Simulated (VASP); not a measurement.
Here is a VASP 6.6.1 calculation.

The input INCAR:

```
SYSTEM = CdSe
ALGO = Normal
EDIFF = 1E-6
ENCUT = 520
GGA = PE
ISIF = 2
ISMEAR = 0
LASPH = .True.
LCHARG = .True.
LELF = .True.
LREAL = .False.
LVHAR = .True.
LWAVE = .False.
NBANDS = 16
NELM = 100
PREC = Accurate
SIGMA = 0.01
```

File KPOINTS:

```
k-points
0
Gamma
  4 4 4
  0 0 0
```

Contents of POSCAR:

```
CdSe
1.0
    0.0229200000      3.0035200000      2.9919200000
    3.0399300000     -0.0147700000      3.0296100000
    3.1147700000      3.1160500000     -0.0896100000
Cd Se
1 1
Direct
    0.9378500000      0.0071100000      0.0465100000
    0.7072752209      0.7365234687      0.7882998283
```

Potentials or basis: VASP PAW PBE potentials, release 64 (Cd, Se).

Run with:

```console
$ cat potpaw_PBE.64/Cd/POTCAR potpaw_PBE.64/Se/POTCAR > POTCAR
$ mpirun -np 1 vasp_std > vasp.out
```

**Question.** What does it give for the largest force?

**Answer.** 0.425 eV/Å.

**Question.** Predict the band gap on the k mesh.

**Answer.** 0.43 eV, direct.

**Question.** What does it give for the pressure?

**Answer.** 2.3 GPa.

Stress tensor (GPa, compression positive):
```
 2.22 -1.51  1.40
-1.51  2.28  0.11
 1.40  0.11  2.37
```

Caveat: the k points lie up to 0.45 Å⁻¹ apart. As with any semilocal functional, this PBE gap is likely too small.
